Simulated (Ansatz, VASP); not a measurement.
# Two plane-wave programs on HfC18

```
C Hf
1.0
     7.39800    0.00000    0.00000
    -3.69900    6.40686    0.00000
     0.00000    0.00000   13.00000
C Hf
18 1
Cartesian
  0.0065 -0.0407 1.0483
  1.2366 0.6625 1.0471
  -1.2172 2.0794 1.0493
  0.0065 2.7931 1.0484
  -2.4540 4.2247 0.9972
  -1.2170 4.9378 1.0519
  2.4755 -0.0523 1.0488
  3.7055 0.6509 1.0502
  1.2300 2.0792 1.0492
  2.4670 2.7921 0.9965
  0.0066 4.2238 1.0508
  1.2302 4.9377 1.0515
  4.9355 -0.0522 1.0482
  6.1743 0.6626 1.0465
  3.7056 2.0774 0.9868
  4.9441 2.7921 0.9948
  2.4672 4.2250 0.9955
  3.7053 4.9392 0.9878
  3.7056 3.5074 2.9913
```

Alike in both runs: functional PBE; k mesh 2 × 2 × 1; occupations fermi-dirac, width 0.05 eV; no spin polarisation.

Ansatz relaxed the structure, and its values are those at the end. VASP's run is a single point on that final structure, the one shown.

```csv
,VASP,Ansatz
version,VASP 6.6.1,Ansatz 0.2.0
potentials or method,"VASP PAW PBE potentials, release 64 (C, Hf_pv), cutoff 520 eV","scalar-relativistic, plane waves, PAW"
valence electrons in the cell,82,98
```

```tsv
	VASP	Ansatz	Ansatz less VASP
rms of the force components (eV/Å)	0.040	0.032	-0.0080
```

VASP's potentials hold 82 valence electrons a cell and Ansatz's 98, so a difference there can come from the potentials and not from the codes. Ansatz's warnings: xc potential rough in thin density.

The k mesh is coarse, so the values compare programs but aren't converged. Spin-orbit coupling is off throughout.
